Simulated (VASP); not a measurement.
Input of a VASP 6.6.1 run:

File INCAR:

```
  PREC = Accurate
  ENCUT = 520
  EDIFF = 1E-8
  ISMEAR = -1
  SIGMA = 0.02
  LREAL = False
  LASPH = True
  NELM = 120
  ALGO = Normal
  ISIF = 2
  LWAVE = False
  LCHARG = False
  GGA = PE
  LEFG = True
  NBANDS = 45
  GGA_COMPAT = False
```

KPOINTS

```
Automatic mesh
0
Gamma
  4 4 10
```

File POSCAR:

```
Si3N4
1.0
    7.6018000000      0.0000000000      0.0000000000
   -3.8009000000      6.5833519145      0.0000000000
    0.0000000000      0.0000000000      2.9066000000
Si N
6 8
Direct
    0.1773000000      0.7677000000      0.2500000000
    0.4096000000      0.1773000000      0.7500000000
    0.2323000000      0.4096000000      0.2500000000
    0.8227000000      0.2323000000      0.7500000000
    0.5904000000      0.8227000000      0.2500000000
    0.7677000000      0.5904000000      0.7500000000
    0.3333333333      0.6666666667      0.2500000000
    0.6666666667      0.3333333333      0.7500000000
    0.3337000000      0.0323000000      0.2500000000
    0.3014000000      0.3337000000      0.7500000000
    0.9677000000      0.3014000000      0.2500000000
    0.6663000000      0.9677000000      0.7500000000
    0.6986000000      0.6663000000      0.2500000000
    0.0323000000      0.6986000000      0.7500000000
```

Potentials or basis: VASP PAW PBE potentials, release 64 (Si, N).

Command:

```sh
$ cat potpaw_PBE.64/Si/POTCAR potpaw_PBE.64/N/POTCAR > POTCAR
$ mpirun -np 1 vasp_std > vasp.out
```

Problem. Estimate the pressure.

Solution. 5.8 GPa.

Problem. Estimate the largest force.

Solution. 0.963 eV/Å.

Problem. Predict the band gap on the k mesh.

Solution. 4.34 eV (least direct gap 4.66 eV).

Forces on the atoms (eV/Å):
```
Si  -0.831  0.486  0.000
Si  -0.837 -0.477  0.000
Si  -0.005 -0.963  0.000
Si   0.831 -0.486  0.000
Si   0.837  0.477  0.000
Si   0.005  0.963  0.000
N    0.000  0.000  0.000
N    0.000  0.000  0.000
N   -0.105 -0.220  0.000
N    0.138 -0.201  0.000
N    0.243  0.019  0.000
N    0.105  0.220  0.000
N   -0.138  0.201  0.000
N   -0.243 -0.019  0.000
```

Caveat: the cell stands under pressure; without QUAD_EFG the Cq values of the log hold for a quadrupole moment of 1 mb, not for the nuclei. PBE gaps usually lie below the measured ones, often by a third to a half.
